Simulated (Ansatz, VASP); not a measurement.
**Two plane-wave programs on W**

```
CELL_PARAMETERS angstrom
2.80354 0.00000 0.00000
-1.40177 2.42794 0.00000
0.00000 0.00000 5.03110
ATOMIC_POSITIONS crystal
W 0.33333 0.66667 0.25000
W 0.66667 0.33333 0.75000
```

Alike in both runs: task single point; functional BLYP; k mesh 15 × 15 × 7; occupations fermi-dirac, width 0.1 eV; no spin polarisation.

|  | VASP | Ansatz |
| --- | --- | --- |
| version | VASP 6.6.1 | Ansatz 0.2.0 |
| potentials or method | VASP PAW PBE potentials, release 64 (W_sv), cutoff 520 eV | plane waves (420 eV) with PAW, scalar-relativistic |
| valence electrons in the cell | 28 | 28 |

Ansatz gave:

```
pressure (GPa)                                                : 0.0
traceless stress, the component that is largest in VASP (GPa) : -0.22
```

Task: What did VASP give for the same quantities?

Result: Pressure (GPa): 1.3; traceless stress, the component that is largest in VASP (GPa): -0.54.

VASP's potentials were made for PBE, not for BLYP.

Neither program's run includes spin-orbit coupling.
